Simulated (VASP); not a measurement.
## BP: relaxation of cell and atoms with PBE

Crystal: BP.

```
B P
1.0
     0.00000    2.26900    2.26900
     2.26900    0.00000    2.26900
     2.26900    2.26900    0.00000
B P
1 1
Direct
  0.00000 0.00000 0.00000
  0.25000 0.25000 0.25000
```

```json
{
 "Program": "VASP 6.6.1",
 "Task": "relaxation of cell and atoms",
 "Functional": "PBE",
 "Potentials or basis": "VASP PAW PBE potentials, release 64 (B, P)",
 "Cutoff": "500 eV",
 "k mesh": "8 × 8 × 8",
 "Occupations": "gaussian, width 0.01 eV",
 "Spin": "no spin polarisation",
 "Dipole correction": "no",
 "Further INCAR settings": "ALGO = Normal; EDIFF = 1e-07; IBRION = 2; EDIFFG = -0.01; NSW = 50; ISIF = 3"
}
```

```
Relaxed volume                         : 11.75 Å³/atom
Relaxed cell                           : a = 3.215 Å, b = 3.215 Å, c = 3.215 Å, α = 60.00°, β = 60.00°, γ = 60.00°
Space group after relaxing (to 0.05 Å) : F-43m (No. 216)
Energy gained by relaxing              : 0.2 meV/atom
Ionic steps                            : 3
Pressure after relaxing                : 0.0 GPa
Band gap on the k mesh                 : 1.28 eV, indirect (least direct gap 3.39 eV)
```

The path:
| step | energy change (eV) | largest force (eV/Å) | pressure (GPa) | volume (Å³) |
| --- | --- | --- | --- | --- |
| 1 | 0.0000 | 0.0000 | 0.92 | 23.36 |
| 2 | -0.0002 | 0.0000 | -0.65 | 23.59 |
| 3 | -0.0004 | 0.0000 | 0.01 | 23.49 |

Final structure:
```
B P
1.0
     0.00000    2.27324    2.27324
     2.27324    0.00000    2.27324
     2.27324    2.27324    0.00000
B P
1 1
Cartesian
  0.0000 0.0000 0.0000
  1.1366 1.1366 1.1366
```

Levels at points of the mesh, in eV from the valence-band top:
```tsv
k point	band 1	band 2	band 3	band 4	band 5	band 6	band 7	band 8
(0.00, 0.00, 0.00)	-15.41	0.00	0.00	0.00	3.39	3.39	3.39	7.29
(0.50, 0.00, 0.00)	-12.11	-8.99	-1.75	-1.75	3.75	4.71	4.71	10.11
(0.50, 0.50, 0.00)	-10.59	-8.55	-4.09	-4.09	1.34	1.66	12.07	12.07
```

Wall time 9.3 s on 1 thread of Intel(R) Xeon(R) 6975P-C (Granite Rapids) (shared host), peak memory 0.12 GiB.

A k mesh can miss the band edges. PBE gaps usually lie below the measured ones, often by a third to a half.
